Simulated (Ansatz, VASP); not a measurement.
Two plane-wave programs on Ta2N

```
CELL_PARAMETERS angstrom
3.04932 0.00000 0.00000
-1.52466 2.64079 0.00000
0.00000 0.00000 4.77043
ATOMIC_POSITIONS crystal
Ta 0.66667 0.33333 0.74529
Ta 0.33333 0.66667 0.25471
N 0.00000 0.00000 0.00000
```

Alike in both runs: task single point; functional PBE; k mesh 12 × 12 × 6; occupations gaussian, width 0.05 eV; no spin polarisation.

|  | VASP | Ansatz |
| --- | --- | --- |
| version | VASP 6.6.1 | Ansatz 0.2.0 |
| potentials or method | VASP PAW PBE potentials, release 64 (Ta_sv_GW, N), cutoff 600 eV | scalar-relativistic, plane waves, PAW |
| valence electrons in the cell | 31 | 31 |

Ansatz gave:

```
gap on the k mesh at the Fermi level (eV)                     : none
pressure (GPa)                                                : 18.2
traceless stress, the component that is largest in VASP (GPa) : 0.47
rms of the force components (eV/Å)                            : 0.115
```

**Question.** Estimate VASP's values.

**Answer.** gap on the k mesh at the Fermi level (eV): none; pressure (GPa): 18.2; traceless stress, the component that is largest in VASP (GPa): 0.40; rms of the force components (eV/Å): 0.137.

Atom by atom the forces differ by 0.022 eV/Å (rms over components). A gap of «none» marks a metal or a gap that the smearing closes.

Neither program's run includes spin-orbit coupling.
